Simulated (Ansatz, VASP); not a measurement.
# CaO: VASP beside Ansatz

```xyz
2
Lattice="0.0000 2.4490 2.4490 2.4490 0.0000 2.4490 2.4490 2.4490 0.0000" Properties=species:S:1:pos:R:3 pbc="T T T"
Ca    0.4375    0.0000    0.0000
O     2.4490    2.4490    2.4490
```

Change from the starting cell: all Ca atoms moved +0.438 Å, as atom 1 along Cartesian [1 0 0].

Alike in both runs: task single point; functional r2SCAN; k mesh 8 × 8 × 8; occupations gaussian, width 0.05 eV; no spin polarisation.

```csv
,VASP,Ansatz
version,VASP 6.6.1,Ansatz 0.2.0
potentials or method,"VASP PAW PBE potentials, release 64 (Ca_sv, O), cutoff 520 eV","scalar-relativistic, plane waves, PAW"
valence electrons in the cell,16,16
```

```tsv
	VASP	Ansatz	Ansatz less VASP
gap on the k mesh at the Fermi level (eV)	4.56	4.58	+0.016
least direct gap on the mesh (eV)	4.75	4.76	+0.013
pressure (GPa)	3.4	2.2	-1.12
traceless stress, the component that is largest in VASP (GPa)	18.69	17.64	-1.043
rms of the force components (eV/Å)	1.583	1.484	-0.0998
```

VASP's potentials were made for PBE, not for r2SCAN. Atom by atom the forces differ by 0.100 eV/Å (rms over components). With one functional, cell and mesh, what is left measures potentials, basis and numerics.
